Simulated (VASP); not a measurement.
Here is a VASP 6.6.1 calculation.

File INCAR:

```
SYSTEM = ScF3
PREC = Accurate
ENCUT = 520
EDIFF = 1E-6
ISMEAR = 0
SIGMA = 0.05
LREAL = .False.
LASPH = .True.
NELM = 60
ALGO = Normal
ISIF = 2
LWAVE = .False.
LCHARG = .False.
NBANDS = 24
```

Contents of KPOINTS:

```
regular mesh
0
Gamma
  6 6 6
  0 0 0
```

File POSCAR:

```
ScF3
1.0
    3.8519520000      0.0000000000      0.0000000000
    0.0000000000      3.8519520000      0.0000000000
    0.0000000000      0.0000000000      4.1729480000
Sc F
1 3
Direct
    0.0000000000      0.0000000000      0.0000000000
    0.5000000000      0.0000000000      0.0000000000
    0.0000000000      0.5000000000      0.0000000000
    0.0000000000      0.0000000000      0.5000000000
```

Potentials or basis: VASP PAW LDA potentials, release 64 (Sc_sv, F).

The run is started by

```console
$ cat potpaw_LDA.64/Sc_sv/POTCAR potpaw_LDA.64/F/POTCAR > POTCAR
$ mpirun -np 1 vasp_std > vasp.out
```

(1) What does it give for the band gap on the k mesh?

(2) Estimate the pressure.

Answers

(1) 6.14 eV, indirect (least direct gap 6.39 eV).

(2) 3.7 GPa.

Caveat: the cell differs from its parent crystal (strain -0.040 along x and y, +0.040 along z).
